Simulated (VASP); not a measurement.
# Hf2TaN4 (P1) in VASP: single point with PBE

Aim: the single point of Hf2TaN4 with PBE.

Program: VASP 6.6.1. These are calculated values, not measurements. Logs are shortened: lines on timing, memory, paths and dates and some standing lists are left out, and cuts for length are marked.

### 1 The cell of the first run

The typed cell holds 7 atoms: a = 3.465 Å, b = 3.464 Å, c = 8.935 Å, α = 89.96°, β = 90.03°, γ = 120.03°.

### 2 Single point, PBE

INCAR reads:

```
SYSTEM = Hf2TaN4
  PREC = Accurate
  ENCUT = 600
  EDIFF = 1E-6
  ISMEAR = 0
  SIGMA = 0.2
  LREAL = .FALSE.
  LASPH = .TRUE.
  NELM = 120
  ALGO = Normal
  ISIF = 2
  LWAVE = .FALSE.
  LCHARG = .TRUE.
  GGA = PE
  LELF = .TRUE.
  LVHAR = .TRUE.
  NBANDS = 34
  GGA_COMPAT = .FALSE.
```

KPOINTS reads:

```
Automatic mesh
0
G
  6 6 4
  0 0 0
```

POSCAR reads:

```
Hf2TaN4
1.0
    3.4648200361     -0.0006479203     -0.0009230259
   -1.7329688932      2.9993261395      0.0012305958
   -0.0025695422      0.0024702704      8.9354592406
Hf Ta N
2 1 4
Direct
    0.6664389568      0.3330806427      0.3866656018
    0.3335251603      0.6666899357      0.0399845999
   -0.0000621529      1.0000503146      0.7245928975
    0.3332325080      0.6667836184      0.7579533281
    0.3333162570      0.6668907238      0.2703557747
    0.0000564411      0.9999361114      0.5036285397
    0.0001594963      0.9999019867      0.9848193182
```

Potentials or basis: VASP PAW PBE potentials, release 64 (Hf_pv, Ta_pv, N).

The run is started by

```console
cat potpaw_PBE.64/Hf_pv/POTCAR potpaw_PBE.64/Ta_pv/POTCAR potpaw_PBE.64/N/POTCAR > POTCAR
mpirun -np 1 vasp_std > vasp.out
```

OUTCAR:

```text
SYSTEM = Hf2TaN4
   PREC = Accurate
   ENCUT = 600
   EDIFF = 1E-6
   ISMEAR = 0
   LREAL = .FALSE.
   LASPH = .TRUE.
   NELM = 120
   ISIF = 2
   GGA = PE

 ion  position               nearest neighbor table
   1  0.666  0.333  0.387-   5 2.25   5 2.25   5 2.25   6 2.26   6 2.26   6 2.26   3 3.62   3 3.62
                             3 3.62   2 3.69   2 3.69   2 3.69
   2  0.334  0.667  0.040-   5 2.06   7 2.06   7 2.06   7 2.06   4 2.52   3 3.46   3 3.46   3 3.46
                             1 3.69   1 3.69   1 3.69
   3  1.000  0.000  0.725-   6 1.97   4 2.02   4 2.02   4 2.02   7 2.33   2 3.46   2 3.46   2 3.46
                             1 3.62   1 3.62   1 3.62
   4  0.333  0.667  0.758-   3 2.02   3 2.02   3 2.02   2 2.52
   5  0.333  0.667  0.270-   2 2.06   1 2.25   1 2.25   1 2.25
   6  0.000  1.000  0.504-   3 1.97   1 2.26   1 2.26   1 2.26
   7  0.000  1.000  0.985-   2 2.06   2 2.06   2 2.06   3 2.33

  LATTYP: Found a triclinic cell.
 ALAT       =     5.9980046601
 B/A-ratio  =     0.5773348524
 C/A-ratio  =     1.4897387478
 COS(alpha) =     0.0001844005
 COS(beta)  =     0.0005329568
 COS(gamma) =     0.8658617129

  Lattice vectors:

 A1 = (   0.0011177503,  -5.9980043587,  -0.0015381657)
 A2 = (  -1.7318511429,  -2.9986782192,  -0.0003075699)
 A3 = (   0.0025695422,  -0.0024702704,  -8.9354592406)

Analysis of symmetry for initial positions (statically):
=====================================================================
 Subroutine PRICEL returns:
 Original cell was already a primitive cell.

 Routine SETGRP: Setting up the symmetry group for a
 triclinic supercell.

 Subroutine GETGRP returns: Found  1 space group operations
 (whereof  1 operations were pure point group operations)
 out of a pool of  2 trial point group operations.

The static configuration has the point symmetry C_1 .

Analysis of symmetry for dynamics (positions and initial velocities):
=====================================================================
 Subroutine PRICEL returns:
 Original cell was already a primitive cell.

 Routine SETGRP: Setting up the symmetry group for a
 triclinic supercell.

 Subroutine GETGRP returns: Found  1 space group operations
 (whereof  1 operations were pure point group operations)
 out of a pool of  2 trial point group operations.

The dynamic configuration has the point symmetry C_1 .

 Subroutine INISYM returns: Found  1 space group operations
 (whereof  1 operations are pure point group operations),
 and found     1 'primitive' translations

----------------------------------------------------------------------------------------

                                     Primitive cell

  volume of cell :      92.8484

  direct lattice vectors                    reciprocal lattice vectors
     3.464820036 -0.000647920 -0.000923026     0.288646475  0.166775900  0.000036899
    -1.732968893  2.999326139  0.001230596     0.000062329  0.333444274 -0.000092165
    -0.002569542  0.002470270  8.935459241     0.000029808 -0.000028694  0.111913682

  length of vectors
     3.464820220  3.463977481  8.935459952     0.333363151  0.333444293  0.111913690

  position of ions in fractional coordinates (direct lattice)
     0.666438957  0.333080643  0.386665602
     0.333525160  0.666689936  0.039984600
     0.999937847  0.000050315  0.724592898
     0.333232508  0.666783618  0.757953328
     0.333316257  0.666890724  0.270355775
     0.000056441  0.999936111  0.503628540
     0.000159496  0.999901987  0.984819318

  ion indices of the primitive-cell ions
   primitive index   ion index
                 1           1
                 2           2
                 3           3
                 4           4
                 5           5
                 6           6
                 7           7

----------------------------------------------------------------------------------------

 KPOINTS: Automatic mesh

Automatic generation of k-mesh.
 Grid dimensions read from file:
 generate k-points for:    6    6    4

 Generating k-lattice:

  Cartesian coordinates                     Fractional coordinates (reciprocal lattice)
     0.048107746  0.027795983  0.000006150     0.166666667  0.000000000  0.000000000
     0.000010388  0.055574046 -0.000015361    -0.000000000  0.166666667  0.000000000
     0.000007452 -0.000007174  0.027978421     0.000000000 -0.000000000  0.250000000

  Length of vectors
     0.055560525  0.055574049  0.027978423

  Shift w.r.t. Gamma in fractional coordinates (k-lattice)
     0.000000000  0.000000000  0.000000000

 Subroutine IBZKPT returns following result:
 ===========================================

 Found     76 irreducible k-points:

 Following reciprocal coordinates:
            Coordinates               Weight
  0.000000  0.000000  0.000000      1.000000
  0.166667 -0.000000  0.000000      2.000000
  0.333333 -0.000000 -0.000000      2.000000
  0.500000  0.000000  0.000000      1.000000
 -0.000000  0.166667  0.000000      2.000000
  0.166667  0.166667  0.000000      2.000000
[... 16 lines left out ...]
  0.333333 -0.000000  0.250000      2.000000
  0.500000 -0.000000  0.250000      2.000000
 [... further k-points ...]
   k-points           NKPTS =     76   k-points in BZ     NKDIM =     76   number of bands    NBANDS=     34
   number of dos      NEDOS =    301   number of ions     NIONS =      7
   total plane-waves  NPLWV =  56448
   dimension x,y,z NGX =    28 NGY =   28 NGZ =   72
   dimension x,y,z NGXF=    56 NGYF=   56 NGZF=  144
   ions per type =               2   1   4
   NGX,Y,Z   is equivalent  to a cutoff of  13.43, 13.44, 13.40 a.u.
   NGXF,Y,Z  is equivalent  to a cutoff of  26.87, 26.88, 26.79 a.u.
 SYSTEM =  Hf2TaN4
   PREC   = accura    normal or accurate (medium, high low for compatibility)
   ISTART =      0    job   : 0-new  1-cont  2-samecut
   ICHARG =      2    charge: 1-file 2-atom 10-const
   ISPIN  =      1    spin polarized calculation?
   LNONCOLLINEAR =      F non collinear calculations
   LSORBIT =      F    spin-orbit coupling
   LASPH  =      T    aspherical Exc in radial PAW
   ENCUT  =  600.0 eV  44.10 Ry    6.64 a.u.   6.92  6.92 17.85*2*pi/ulx,y,z
   NELM   =    120;   NELMIN=  2; NELMDL= -5     # of ELM steps
   EDIFF  = 0.1E-05   stopping-criterion for ELM
   LREAL  =      F    real-space projection
   EDIFFG = 0.1E-04   stopping-criterion for IOM
   NSW    =      0    number of steps for IOM
   IBRION =     -1    ionic relax: 0-MD 1-quasi-New 2-CG
   NFREE  =      0    steps in history (QN), initial steepest desc. (CG)
   ISIF   =      2    stress and relaxation
   ISYM   =      2    0-nonsym 1-usesym 2-fastsym
   POTIM  = 0.5000    time-step for ionic-motion
   TEBEG  =    0.0;   TEEND  =   0.0 temperature during run
   PSTRESS=    0.0 pullay stress
   NELECT =      51.0000    total number of electrons
   NUPDOWN=      -1.0000    fix difference up-down
   EMIN   =  10.00;   EMAX   =-10.00  energy-range for DOS
   EFERMI =   0.00;   METHOD = LEGACY
   ISMEAR =     0;   SIGMA  =   0.20  broadening in eV -4-tet -1-fermi 0-gaus
   EFERMI_NEDOS =   21; number of points for ismear=-14 and -15
   IALGO  =     38    algorithm
   IMIX   =      4    mixing-type and parameters
     AMIX     =   0.40;   BMIX     =  1.00
     AMIX_MAG =   1.60;   BMIX_MAG =  1.00
  volume/ion in A,a.u.               =      13.26        89.51
  Fermi-wavevector in a.u.,A,eV,Ry     =   1.340726  2.533605 24.457113  1.797547
  Thomas-Fermi vector in A             =   2.469016
   LORBIT       =      0    0 simple, 1 ext, 2 COOP (PROOUT), +10 PAW based schemes
   GGA     = PE    functional components
   LHFCALC =     F    Hartree Fock is set to
   AEXX    =    0.0000 exact exchange contribution
   IVDW    =     0    specifies the selected vdW correction
   LEPSILON=     F    determine dielectric tensor
   LRPA    =     F    only Hartree local field effects (RPA)
 non-spin polarized calculation
 Gauss-broadening in eV      SIGMA  =   0.20
  energy-cutoff  :      600.00
  volume of cell :       92.85
 maximum number of plane-waves:      3116
   NGX = 13   NGY = 13   NGZ = 35

 number of electron      51.0000003 magnetization

 Free energy of the ion-electron system (eV)
  ---------------------------------------------------
  ext. energy  EPLUGINS =         0.00000000
  ---------------------------------------------------
  free energy    TOTEN  =       -74.77049909 eV

  energy without entropy =      -74.74818498  energy(sigma->0) =      -74.75934203

 E-fermi :   6.0704     XC(G=0): -11.4426

 val. band max:        6.0284635396   @ k =   0.5000   0.5000   0.0000
 cond. band min:       6.2707911877   @ k =  -0.0000   0.3333   0.5000
 fundamental gap:      0.2423276481
 Fermi energy:         6.0703728494

 k-point     1 :       0.0000    0.0000    0.0000
  band No.  band energies     occupation
      1     -29.9188      2.00000
      2     -29.6264      2.00000
      3     -29.6264      2.00000
      4     -25.8964      2.00000
      5     -25.6091      2.00000
      6     -25.6089      2.00000
[... 26 lines left out ...]
     33       9.0500      0.00000
     34       9.0510      0.00000

 k-point     2 :       0.1667   -0.0000    0.0000
  band No.  band energies     occupation
      1     -29.9118      2.00000
      2     -29.6953      2.00000
      3     -29.6421      2.00000
      4     -25.8791      2.00000
      5     -25.6978      2.00000
      6     -25.6274      2.00000
[... 26 lines left out ...]
     33       9.0498      0.00000
     34       9.6370      0.00000
[... 775 lines left out ...]
     33       9.3971      0.00000
     34       9.7087      0.00000

 k-point    24 :       0.5000   -0.0000    0.2500
  band No.  band energies     occupation
      1     -29.8975      2.00000
      2     -29.8888      2.00000
      3     -29.6889      2.00000
      4     -25.9516      2.00000
      5     -25.8284      2.00000
      6     -25.6870      2.00000
[... 26 lines left out ...]
     33       9.4173      0.00000
     34       9.4571      0.00000

 [... further k-points ...]

------------------------ aborting loop because EDIFF is reached ----------------------------------------

  FORCE on cell =-STRESS in cart. coord.  units (eV):
  Direction    XX          YY          ZZ          XY          YZ          ZX
  --------------------------------------------------------------------------------------
  -------------------------------------------------------------------------------------
  Total       -0.5895390     -0.5487148     -0.4091342      0.0098526     -0.0246616      0.0237709
  in kB      -10.1729953     -9.4685394     -7.0599581      0.1700156     -0.4255563      0.4101866
  external PRESSURE =      -8.9004976 kB  Pullay stress =       0.0000000 kB

 VOLUME and BASIS-vectors are now :
 -----------------------------------------------------------------------------
  energy-cutoff  :      600.00
  volume of cell :       92.85
      direct lattice vectors                 reciprocal lattice vectors
     3.464820036 -0.000647920 -0.000923026     0.288646475  0.166775900  0.000036899
    -1.732968893  2.999326139  0.001230596     0.000062329  0.333444274 -0.000092165
    -0.002569542  0.002470270  8.935459241     0.000029808 -0.000028694  0.111913682

 POSITION                                       TOTAL-FORCE (eV/Angst)
 -----------------------------------------------------------------------------------
      1.73088      0.99954      3.45483         0.001153      0.002397     -0.014216
      0.00015      1.99950      0.35779         0.000079     -0.004166     -0.019803
      3.46266      0.00129      6.47365         0.000858     -0.002675      0.024535
     -0.00287      2.00156      6.77317         0.000690      0.004285      0.057250
     -0.00151      2.00067      2.41627        -0.000327     -0.001099      0.041022
     -1.73396      3.00038      4.50138        -0.001449     -0.000317     -0.144329
     -1.73478      3.00146      8.80104        -0.001005      0.001575      0.055541
 -----------------------------------------------------------------------------------
    total drift:                               -0.000024      0.000011      0.000107

  FREE ENERGIE OF THE ION-ELECTRON SYSTEM (eV)
  ---------------------------------------------------
  free  energy   TOTEN  =       -74.7704990879 eV

  energy  without entropy=      -74.7481849782  energy(sigma->0) =      -74.75934203
```

Run time: 6.9 min. Hardware: 1 thread of Oxide Virtual Turin-like, shared host; peak memory 0.38 GiB.

Results:

```yaml
Free_energy: -74.7705 eV
Pressure: -0.9 GPa
Largest_force: 0.144 eV/Å
Band_gap_on_the_k_mesh: zero (an odd number of electrons rules out a gap without spin polarisation)
```

Forces in eV/Å, atoms in the order of the input:
```
Hf   0.001  0.002 -0.014
Hf   0.000 -0.004 -0.020
Ta   0.001 -0.003  0.025
N    0.001  0.004  0.057
N    0.000 -0.001  0.041
N   -0.001  0.000 -0.144
N   -0.001  0.002  0.056
```

Caveat: spin-orbit coupling is left out, which moves the levels of the heavy elements; an odd number of electrons without spin polarisation forces a metal; a magnetic or distorted state may lie lower.

The gap in the log of VASP goes by the Fermi energy; the results here count the filled bands.